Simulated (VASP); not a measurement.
KF:

```
CELL_PARAMETERS angstrom
2.99164 0.00000 0.00000
0.00000 3.17887 0.00000
0.00000 0.00000 3.17887
ATOMIC_POSITIONS crystal
K 0.00000 0.00000 0.00000
F 0.50000 0.50000 0.50000
```

This cell differs from its parent crystal: uniaxial x strain -5.9%.

Base run:

| Property | Result |
| --- | --- |
| Program | VASP 6.6.1 |
| Functional | r2SCAN |
| Potentials or basis | VASP PAW PBE potentials, release 64 (K_sv, F) |
| Cutoff | 520 eV |
| k mesh | 8 × 8 × 8 |
| Occupations | gaussian, width 0.01 eV |
| Spin | no spin polarisation |

Its results: band gap on the k mesh 8.06 eV, indirect (least direct gap 8.07 eV); pressure 3.1 GPa.

Q: The run is repeated on the same cell with these changes: functional from r2SCAN to PBE; occupations from gaussian, width 0.01 eV to fermi-dirac, width 0.02 eV. What comes out?

A: Band gap on the k mesh 7.09 eV, indirect (least direct gap 7.12 eV); pressure 6.4 GPa.

Caveats: the PAW data sets were made with another functional, which shifts forces and pressure a little (some runs).

A k mesh can miss the band edges.
